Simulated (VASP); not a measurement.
## Ba: single point with PBE

Ba:

```xyz
2
Lattice="4.6977 0.0000 0.0000 0.0000 5.8276 0.0000 0.0000 0.0000 4.6420" Properties=species:S:1:pos:R:3 pbc="T T T"
Ba    0.0000    0.0000    3.4809
Ba    2.3488    2.9138    1.1611
```

```yaml
Program: VASP 6.6.1
Task: single point
Functional: PBE
Potentials_or_basis: VASP PAW PBE potentials, release 64 (Ba_sv)
Cutoff: 520 eV
k_mesh: 4 × 4 × 4
Occupations: gaussian, width 0.1 eV
Spin: no spin polarisation
```

```json
{"Pressure": "0.1 GPa", "Band gap on the k mesh": "zero (band 10 reaches 1.77 eV, above the bottom of band 11 at 1.32 eV)"}
```

Stress tensor (GPa, compression positive):
```
 0.05  0.00  0.00
 0.00 -0.09  0.00
 0.00  0.00  0.19
```

Levels at points of the mesh, in eV from the Fermi level:
```csv
k point,band 8,band 9,band 10,band 11,band 12,band 13
"(0.00, 0.00, 0.00)",-13.92,-2.82,-0.78,-0.37,1.54,1.63
"(0.50, 0.00, 0.00)",-14.01,-0.79,-0.79,0.76,0.76,1.05
"(0.00, 0.50, 0.00)",-14.03,-1.38,-1.38,0.55,0.55,2.19
"(0.50, 0.50, 0.00)",-13.94,-0.99,-0.99,0.99,0.99,1.23
"(0.00, 0.00, 0.50)",-14.02,-0.74,-0.74,0.79,0.80,1.03
"(0.50, 0.00, 0.50)",-14.00,-0.89,-0.89,-0.05,-0.05,1.67
"(0.00, 0.50, 0.50)",-13.94,-0.98,-0.98,1.03,1.03,1.14
"(0.50, 0.50, 0.50)",-14.11,0.08,0.08,0.58,0.58,0.62
```

Run time: 40 s on 1 thread of Oxide Virtual Turin-like Processor, with other jobs on the host, peak memory 0.22 GiB.

Caveat: spin-orbit coupling is left out, which moves the levels of the heavy elements.
